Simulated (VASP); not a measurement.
# Te in VASP: a series of runs

The runs below take Te through single point, relaxation of cell and atoms, with PBE.

All numbers are computed with VASP 6.6.1; they aren't measurements. Logs are shortened: lines on timing, memory, paths and dates and some standing lists are left out, and cuts for length are marked.

**1. The cell of the first run**

The structure is trigonal, space group R-3m (No. 166). Conventional cell: a = 3.269 Å, b = 3.269 Å, c = 7.001 Å, α = 90.00°, β = 90.00°, γ = 120.00°. Within 4.0 Å of Te (site symmetry -3m) lie 12 Te at 3.00 to 3.27 Å.

**2. Single point, PBE**

The input, INCAR:

```
SYSTEM = Te
PREC     = Accurate       ! precision mode
ENCUT    = 520            ! plane-wave cutoff, eV
EDIFF    = 1E-6           ! SCF threshold, eV
ISMEAR   = 0              ! smearing method
SIGMA    = 0.1            ! smearing width, eV
LREAL    = .False.        ! projectors in reciprocal space
LASPH    = .True.         ! aspherical terms in the spheres
NELM     = 60             ! most SCF steps
ALGO     = Fast           ! electronic algorithm
ISIF     = 2              ! what is computed and relaxed
LWAVE    = .False.        ! write WAVECAR
LCHARG   = .False.        ! write CHGCAR
GGA      = PE             ! functional
NBANDS   = 16             ! bands
```

The input, KPOINTS:

```
regular mesh
0
Gamma
  12 12 8
  0 0 0
```

The input, POSCAR:

```
Te
1.0
    3.2690801500      0.0000000000      0.0000000000
   -1.6345400750      2.8311064569      0.0000000000
    0.0000000000      0.0000000000      7.0011072407
Te
3
Direct
    0.6666670235      0.0000000000      0.3333333333
    0.0000000000      0.6666670235      0.6666666667
    0.3333329765      0.3333329765      0.0000000000
```

Potentials or basis: VASP PAW PBE potentials, release 64 (Te).

On the command line:

```bash
> cat potpaw_PBE.64/Te/POTCAR > POTCAR
> mpirun -np 1 vasp_std > vasp.out
```

OUTCAR:

```text
SYSTEM = Te
   PREC = Accurate
   ENCUT = 520
   EDIFF = 1E-6
   ISMEAR = 0
   LREAL = .False.
   LASPH = .True.
   NELM = 60
   ISIF = 2
   GGA = PE

 ion  position               nearest neighbor table
   1  0.667  0.000  0.333-   3 3.00   2 3.00   3 3.00   3 3.00   2 3.00   2 3.00
   2  0.000  0.667  0.667-   3 3.00   1 3.00   3 3.00   3 3.00   1 3.00   1 3.00
   3  0.333  0.333  0.000-   2 3.00   1 3.00   1 3.00   2 3.00   2 3.00   1 3.00

  LATTYP: Found a hexagonal cell.
 ALAT       =     3.2690801500
 C/A-ratio  =     2.1416138239

  Lattice vectors:

 A1 = (   3.2690801500,   0.0000000000,   0.0000000000)
 A2 = (  -1.6345400750,   2.8311064569,   0.0000000000)
 A3 = (   0.0000000000,   0.0000000000,   7.0011072407)

Analysis of symmetry for initial positions (statically):
=====================================================================
 Subroutine PRICEL returns following result:

  LATTYP: Found a trigonal (rhomboedric) cell.
 ALAT       =     3.0014125375
 COS(alpha) =     0.4068405861

  Lattice vectors:

 A1 = (   1.6345435746,   0.9437041728,  -2.3337024140)
 A2 = (  -0.0000017498,  -1.8874053148,  -2.3337024133)
 A3 = (  -1.6345418248,   0.9437011421,  -2.3337024133)

   3 primitive cells build up your supercell.

 Routine SETGRP: Setting up the symmetry group for a
 hexagonal supercell.

 Subroutine GETGRP returns: Found 12 space group operations
 (whereof  2 operations were pure point group operations)
 out of a pool of 24 trial point group operations.

The static configuration has the point symmetry C_2 .
 The point group associated with its full space group is D_3d.

Analysis of symmetry for dynamics (positions and initial velocities):
=====================================================================
 Subroutine PRICEL returns following result:

  LATTYP: Found a trigonal (rhomboedric) cell.
 ALAT       =     3.0014125375
 COS(alpha) =     0.4068405861

  Lattice vectors:

 A1 = (   1.6345435746,   0.9437041728,  -2.3337024140)
 A2 = (  -0.0000017498,  -1.8874053148,  -2.3337024133)
 A3 = (  -1.6345418248,   0.9437011421,  -2.3337024133)

   3 primitive cells build up your supercell.

 Routine SETGRP: Setting up the symmetry group for a
 hexagonal supercell.

 Subroutine GETGRP returns: Found 12 space group operations
 (whereof  2 operations were pure point group operations)
 out of a pool of 24 trial point group operations.

The dynamic configuration has the point symmetry C_2 .
 The point group associated with its full space group is D_3d.

 Subroutine INISYM returns: Found 12 space group operations
 (whereof  2 operations are pure point group operations),
 and found     3 'primitive' translations

----------------------------------------------------------------------------------------

                                     Primitive cell

  volume of cell :      21.5987

  direct lattice vectors                    reciprocal lattice vectors
     1.634543575  0.943704173 -2.333702414     0.305895791  0.176609017 -0.142834550
    -0.000001750 -1.887405315 -2.333702413     0.000000327 -0.353218602 -0.142834550
    -1.634541825  0.943701142 -2.333702413    -0.305896119  0.176609585 -0.142834550

  length of vectors
     3.001412537  3.001410631  3.001410631     0.381004841  0.381005367  0.381005367

  position of ions in fractional coordinates (direct lattice)
     0.333332263  0.666667380  0.000000357

  ion indices of the primitive-cell ions
   primitive index   ion index
                 1           1

----------------------------------------------------------------------------------------

 KPOINTS: regular mesh

Automatic generation of k-mesh.
 Grid dimensions read from file:
 generate k-points for:   12   12    8

 Generating k-lattice:

  Cartesian coordinates                     Fractional coordinates (reciprocal lattice)
     0.025491371  0.014717450  0.000000000     0.083333333 -0.000000000  0.000000000
     0.000000000  0.029434899  0.000000000     0.000000000  0.083333333  0.000000000
     0.000000000  0.000000000  0.017854319     0.000000000  0.000000000  0.125000000

  Length of vectors
     0.029434899  0.029434899  0.017854319

  Shift w.r.t. Gamma in fractional coordinates (k-lattice)
     0.000000000  0.000000000  0.000000000

 Subroutine IBZKPT returns following result:
 ===========================================

 Found    131 irreducible k-points:

 Following reciprocal coordinates:
            Coordinates               Weight
  0.000000  0.000000  0.000000      1.000000
  0.083333  0.000000  0.000000      6.000000
  0.166667 -0.000000  0.000000      6.000000
  0.250000  0.000000  0.000000      6.000000
  0.333333 -0.000000  0.000000      6.000000
  0.416667  0.000000  0.000000      6.000000
[... 16 lines left out ...]
  0.166667 -0.000000  0.125000      6.000000
  0.000000  0.166667  0.125000      6.000000
 [... further k-points ...]
   k-points           NKPTS =    131   k-points in BZ     NKDIM =    131   number of bands    NBANDS=     16
   number of dos      NEDOS =    301   number of ions     NIONS =      3
   total plane-waves  NPLWV =  31104
   dimension x,y,z NGX =    24 NGY =   24 NGZ =   54
   dimension x,y,z NGXF=    48 NGYF=   48 NGZF=  108
   ions per type =               3
   NGX,Y,Z   is equivalent  to a cutoff of  12.20, 12.20, 12.82 a.u.
   NGXF,Y,Z  is equivalent  to a cutoff of  24.41, 24.41, 25.65 a.u.
 SYSTEM =  Te
   PREC   = accura    normal or accurate (medium, high low for compatibility)
   ISTART =      0    job   : 0-new  1-cont  2-samecut
   ICHARG =      2    charge: 1-file 2-atom 10-const
   ISPIN  =      1    spin polarized calculation?
   LNONCOLLINEAR =      F non collinear calculations
   LSORBIT =      F    spin-orbit coupling
   LASPH  =      T    aspherical Exc in radial PAW
   ENCUT  =  520.0 eV  38.22 Ry    6.18 a.u.   6.08  6.08 13.02*2*pi/ulx,y,z
   NELM   =     60;   NELMIN=  2; NELMDL= -5     # of ELM steps
   EDIFF  = 0.1E-05   stopping-criterion for ELM
   LREAL  =      F    real-space projection
   EDIFFG = 0.1E-04   stopping-criterion for IOM
   NSW    =      0    number of steps for IOM
   IBRION =     -1    ionic relax: 0-MD 1-quasi-New 2-CG
   NFREE  =      0    steps in history (QN), initial steepest desc. (CG)
   ISIF   =      2    stress and relaxation
   ISYM   =      2    0-nonsym 1-usesym 2-fastsym
   POTIM  = 0.5000    time-step for ionic-motion
   TEBEG  =    0.0;   TEEND  =   0.0 temperature during run
   PSTRESS=    0.0 pullay stress
   NELECT =      18.0000    total number of electrons
   NUPDOWN=      -1.0000    fix difference up-down
   EMIN   =  10.00;   EMAX   =-10.00  energy-range for DOS
   EFERMI =   0.00;   METHOD = LEGACY
   ISMEAR =     0;   SIGMA  =   0.10  broadening in eV -4-tet -1-fermi 0-gaus
   EFERMI_NEDOS =   21; number of points for ismear=-14 and -15
   IALGO  =     68    algorithm
   IMIX   =      4    mixing-type and parameters
     AMIX     =   0.40;   BMIX     =  1.00
     AMIX_MAG =   1.60;   BMIX_MAG =  1.00
  volume/ion in A,a.u.               =      21.60       145.76
  Fermi-wavevector in a.u.,A,eV,Ry     =   1.068192  2.018591 15.524725  1.141035
  Thomas-Fermi vector in A             =   2.203833
   LORBIT       =      0    0 simple, 1 ext, 2 COOP (PROOUT), +10 PAW based schemes
   GGA     = PE    functional components
   LHFCALC =     F    Hartree Fock is set to
   AEXX    =    0.0000 exact exchange contribution
   IVDW    =     0    specifies the selected vdW correction
   LEPSILON=     F    determine dielectric tensor
   LRPA    =     F    only Hartree local field effects (RPA)
 non-spin polarized calculation
 RMM-DIIS sequential band-by-band and
 Gauss-broadening in eV      SIGMA  =   0.10
  energy-cutoff  :      520.00
  volume of cell :       64.80
 maximum number of plane-waves:      1770
   NGX = 13   NGY = 13   NGZ = 27

 number of electron      17.9999995 magnetization

 Free energy of the ion-electron system (eV)
  ---------------------------------------------------
  ext. energy  EPLUGINS =         0.00000000
  ---------------------------------------------------
  free energy    TOTEN  =        -6.82494700 eV

  energy without entropy =       -6.81558010  energy(sigma->0) =       -6.82026355

 E-fermi :  12.1993     XC(G=0): -11.3435

 val. band max:       12.1990123755   @ k =   0.3333  -0.0000   0.2500
 cond. band min:      12.2116693262   @ k =   0.1667   0.0833   0.0000
 fundamental gap:      0.0126569507
 Fermi energy:        12.1992736678

 k-point     1 :       0.0000    0.0000    0.0000
  band No.  band energies     occupation
      1      -4.3566      2.00000
      2      -1.2269      2.00000
      3      -1.2269      2.00000
      4       8.5553      2.00000
      5       8.5553      2.00000
      6      13.5717      0.00000
[... 8 lines left out ...]
     15      20.8141      0.00000
     16      20.8153      0.00000

 k-point     2 :       0.0833    0.0000    0.0000
  band No.  band energies     occupation
      1      -4.2284      2.00000
      2      -1.1071      2.00000
      3      -1.1049      2.00000
      4       8.6047      2.00000
      5       8.6092      2.00000
      6      12.0451      1.97073
[... 8 lines left out ...]
     15      20.0900      0.00000
     16      20.1054      0.00000

 k-point     3 :       0.1667   -0.0000    0.0000
  band No.  band energies     occupation
      1      -3.8457      2.00000
      2      -0.7599      2.00000
      3      -0.7394      2.00000
      4       8.5365      2.00000
      5       8.6233      2.00000
      6      10.2047      2.00000
[... 8 lines left out ...]
     15      20.8429      0.00000
     16      21.2472      0.00000

 k-point     4 :       0.2500    0.0000    0.0000
  band No.  band energies     occupation
      1      -3.2150      2.00000
      2      -0.2294      2.00000
      3      -0.1389      2.00000
      4       7.1708      2.00000
      5       8.1194      2.00000
      6       9.9238      2.00000
[... 8 lines left out ...]
     15      20.6176      0.00000
     16      21.0472      0.00000
[... 324 lines left out ...]
 k-point    22 :       0.0000    0.0833    0.1250
  band No.  band energies     occupation
      1      -4.1792      2.00000
      2      -1.8275      2.00000
      3      -0.3046      2.00000
      4       7.1976      2.00000
      5      10.0862      2.00000
      6      11.9381      1.99978
[... 8 lines left out ...]
     15      19.5722      0.00000
     16      20.3359      0.00000

 k-point    23 :       0.1667   -0.0000    0.1250
  band No.  band energies     occupation
      1      -3.7959      2.00000
      2      -1.4709      2.00000
      3       0.0527      2.00000
      4       7.3361      2.00000
      5       9.2591      2.00000
      6      11.0902      2.00000
[... 8 lines left out ...]
     15      20.8488      0.00000
     16      21.2204      0.00000

 k-point    24 :       0.0000    0.1667    0.1250
  band No.  band energies     occupation
      1      -3.7973      2.00000
      2      -1.4551      2.00000
      3       0.0266      2.00000
      4       7.4074      2.00000
      5       9.8991      2.00000
      6       9.9109      2.00000
[... 8 lines left out ...]
     15      20.8967      0.00000
     16      20.9573      0.00000

 [... further k-points ...]
[... 5 lines left out ...]
  --------------------------------------------------------------------------------------
  -------------------------------------------------------------------------------------
  Total       12.0871287     12.0871287     12.1569814      0.0000000      0.0000000      0.0000000
  in kB      298.8720007    298.8720007    300.5992104      0.0000000      0.0000000      0.0000000
  external PRESSURE =     299.4477372 kB  Pullay stress =       0.0000000 kB

 VOLUME and BASIS-vectors are now :
 -----------------------------------------------------------------------------
  energy-cutoff  :      520.00
  volume of cell :       64.80
      direct lattice vectors                 reciprocal lattice vectors
     3.269080150  0.000000000  0.000000000     0.305896446  0.176609396  0.000000000
    -1.634540075  2.831106457  0.000000000     0.000000000  0.353218791  0.000000000
     0.000000000  0.000000000  7.001107241     0.000000000  0.000000000  0.142834550

 POSITION                                       TOTAL-FORCE (eV/Angst)
 -----------------------------------------------------------------------------------
      2.17939      0.00000      2.33370         0.000000     -0.000000     -0.000000
     -1.08969      1.88741      4.66740        -0.000000      0.000000     -0.000000
      0.54485      0.94370      0.00000         0.000000      0.000000      0.000000
 -----------------------------------------------------------------------------------
    total drift:                               -0.001004     -0.003366     -0.000010

  FREE ENERGIE OF THE ION-ELECTRON SYSTEM (eV)
  ---------------------------------------------------
  free  energy   TOTEN  =        -6.8249469974 eV

  energy  without entropy=       -6.8155800955  energy(sigma->0) =       -6.82026355
```

It took 92 s on 1 thread of Oxide Virtual Turin-like, shared host; peak memory 0.21 GiB.

What came out:

```yaml
Free_energy: -6.8249 eV
Pressure: 29.9 GPa
Band_gap_on_the_k_mesh: zero (bands 9 and 10 overlap by 4.83 eV)
```

Caveat: the cell stands under pressure; spin-orbit coupling is left out, which moves the levels of the heavy elements.

**3. Single point, PBE**

This run uses another cell than the first one, of 25.37 Å³/atom.

The input, INCAR:

```
SYSTEM = Te
PREC = Accurate
ENCUT = 520
EDIFF = 1E-6
ISMEAR = 0
SIGMA = 0.1
LREAL = .FALSE.
LASPH = .TRUE.
NELM = 60
ALGO = Fast
ISIF = 2
LWAVE = .FALSE.
LCHARG = .FALSE.
GGA = PE
NBANDS = 16
```

The input, KPOINTS:

```
Automatic mesh
0
G
  12 12 8
  0 0 0
```

The input, POSCAR:

```
Te
1.0
    3.7033311743      0.0000000000      0.0000000000
   -1.8516655872      3.2071788756      0.0000000000
    0.0000000000      0.0000000000      6.4082085479
Te
3
Direct
    0.6667723158      0.0000000000      0.3333333333
    0.0000000000      0.6667723158      0.6666666667
    0.3332276842      0.3332276842      0.0000000000
```

Potentials or basis: VASP PAW PBE potentials, release 64 (Te).

On the command line:

```bash
> cat potpaw_PBE.64/Te/POTCAR > POTCAR
> mpirun -np 1 vasp_std > vasp.out
```

Run time: 2.1 min. Hardware: 1 thread of Oxide Virtual Turin-like, shared host; peak memory 0.24 GiB.

It converged, with:

```yaml
Free_energy: -8.3905 eV
Pressure: 15.0 GPa
Band_gap_on_the_k_mesh: zero (bands 9 and 10 overlap by 2.61 eV)
```

Stress tensor (GPa, compression positive):
```
14.89  0.00  0.00
 0.00 14.89  0.00
 0.00  0.00 15.09
```

Levels at points of the mesh, in eV from the Fermi level:
```csv
k point,band 7,band 8,band 9,band 10,band 11,band 12
"(0.00, 0.00, 0.00)",-0.98,-0.98,-0.98,1.93,1.93,3.51
"(0.50, 0.00, 0.00)",-3.74,-0.03,-0.03,0.30,0.30,1.79
"(0.00, 0.00, 0.50)",0.51,0.51,0.51,0.51,1.92,1.92
"(0.50, 0.00, 0.50)",-2.76,-2.76,-1.62,-1.62,2.69,3.11
```

Caveat: the cell stands under pressure; spin-orbit coupling is left out, which moves the levels of the heavy elements.

**4. Relaxation of cell and atoms, PBE, target pressure 30 GPa, at which the enthalpy is minimised**

This run uses another cell than the first one, of 23.42 Å³/atom.

The input, INCAR:

```
PREC = Accurate
ENCUT = 600
EDIFF = 1E-6
ISMEAR = 0
SIGMA = 0.1
LREAL = False
LASPH = True
NELM = 60
ALGO = Fast
ISIF = 3
LWAVE = False
LCHARG = False
GGA = PE
IBRION = 2
NSW = 70
EDIFFG = -0.008
PSTRESS = 300.0
```

The input, KPOINTS:

```
regular mesh
0
Gamma
  12 12 8
```

The input, POSCAR:

```
Te
1.0
    3.6058807896      0.0000000000      0.0000000000
   -1.8029403948      3.1227843668      0.0000000000
    0.0000000000      0.0000000000      6.2395813419
Te
3
Direct
    0.6667723158      0.0000000000      0.3333333333
    0.0000000000      0.6667723158      0.6666666667
    0.3332276842      0.3332276842      0.0000000000
```

On the command line:

```bash
> cat potpaw_PBE.64/Te/POTCAR > POTCAR
> mpirun -np 1 vasp_std > vasp.out
```

It took 25 min on 1 thread of Oxide Virtual Turin-like, shared host; peak memory 0.29 GiB.

Results (log left out):

* Free energy: -6.6869 eV
* Relaxed volume: 21.26 Å³/atom
* Relaxed cell: a = 3.095 Å, b = 3.095 Å, c = 7.685 Å, α = 90.00°, β = 90.00°, γ = 120.00°
* Space group after relaxing (to 0.1 Å): Fm-3m (No. 225)
* Energy change on relaxing (the run minimises the enthalpy): +324.2 meV/atom
* Ionic steps: 22
* Pressure after relaxing: 30.0 GPa
* Band gap on the k mesh: zero (bands 9 and 10 overlap by 6.63 eV)

Step by step:
| step | energy change (eV) | largest force (eV/Å) | pressure (GPa) | volume (Å³) |
| --- | --- | --- | --- | --- |
| 1 | 0.0000 | 0.0018 | 25.80 | 70.26 |
| 2 | 1.1619 | 0.0018 | 40.46 | 64.17 |
| 3 | 0.4819 | 0.0019 | 31.99 | 67.41 |
| 4 | 0.5783 | 0.0009 | 31.48 | 66.45 |
| 5 | 0.6489 | 0.0005 | 31.44 | 66.00 |
| 6 | 0.8147 | 0.0001 | 31.68 | 65.03 |
| 7 | 1.2147 | 0.0003 | 34.04 | 62.78 |
| 8 | 2.9167 | 0.0002 | 56.59 | 57.23 |
| 9 | 1.2884 | 0.0003 | 34.86 | 62.37 |
| 10 | 0.2922 | 0.0001 | 19.62 | 68.22 |
| 11 | 0.8817 | 0.0002 | 28.94 | 64.35 |
| 12 | 0.8760 | 0.0002 | 28.73 | 64.32 |
| 13 | 0.8786 | 0.0002 | 28.73 | 64.30 |
| 14 | 1.1939 | 0.0002 | 33.33 | 62.67 |
| 15 | 0.9669 | 0.0002 | 30.03 | 63.82 |
| 16 | 0.9680 | 0.0002 | 30.03 | 63.81 |
| 17 | 0.9710 | 0.0002 | 30.04 | 63.79 |
| 18 | 0.9769 | 0.0001 | 30.09 | 63.75 |
| 19 | 1.0032 | 0.0000 | 30.49 | 63.64 |
| 20 | 0.9798 | 0.0001 | 30.13 | 63.73 |
| 21 | 0.8997 | 0.0000 | 28.99 | 64.17 |
| 22 | 0.9726 | 0.0001 | 30.00 | 63.77 |

Final structure:
```
Te
1.0
     3.09547    0.00000    0.00000
    -1.54774    2.68076    0.00000
     0.00000    0.00000    7.68452
Te
3
Direct
  0.66664 0.00000 0.33333
  0.00000 0.66664 0.66667
  0.33336 0.33336 0.00000
```

Levels at points of the mesh, in eV from the Fermi level:
```tsv
k point	band 7	band 8	band 9	band 10	band 11	band 12
(0.00, 0.00, 0.00)	3.28	3.28	3.28	4.58	4.92	4.92
(0.50, 0.00, 0.00)	-1.28	-1.04	-0.48	-0.48	1.35	1.35
(0.00, 0.00, 0.50)	2.92	2.92	4.22	4.22	4.22	4.22
(0.50, 0.00, 0.50)	-3.20	-3.20	-0.38	-0.38	2.63	2.72
```

Caveat: the cell is relaxed towards a set pressure, so the run minimises the enthalpy, not the energy; a cell axis changed by over 15 % at a fixed basis, so the end point is rough; spin-orbit coupling is left out, which moves the levels of the heavy elements.

**5. Summary**

| task | cell | cutoff (eV) | gap on the mesh (eV) | pressure (GPa) |
| --- | --- | --- | --- | --- |
| single point | a = 3.269, b = 3.269, c = 7.001 Å, angles 90.0, 90.0, 120.0°, 3 atoms | 520 | none | 29.9 |
| single point | a = 3.703, b = 3.703, c = 6.408 Å, angles 90.0, 90.0, 120.0°, 3 atoms | 520 | none | 15.0 |
| relaxation of cell and atoms | relaxed to 30 GPa from a = 3.606, b = 3.606, c = 6.240 Å, angles 90.0, 90.0, 120.0°, 3 atoms | 600 | none | 30.0 |

Alike in all rows: level PBE; potentials or basis VASP PAW PBE potentials, release 64 (Te); no spin polarisation; k mesh 12 × 12 × 8; smearing gaussian 0.1 eV.

Caveats: spin-orbit coupling is left out, which moves the levels of the heavy elements; the cell stands under pressure (at least some runs); the cell is relaxed towards a set pressure, so the run minimises the enthalpy, not the energy (at least some runs); a cell axis changed by over 15 % at a fixed basis, so the end point is rough (at least some runs).

Absolute energies hang on the potentials; compare differences alone.
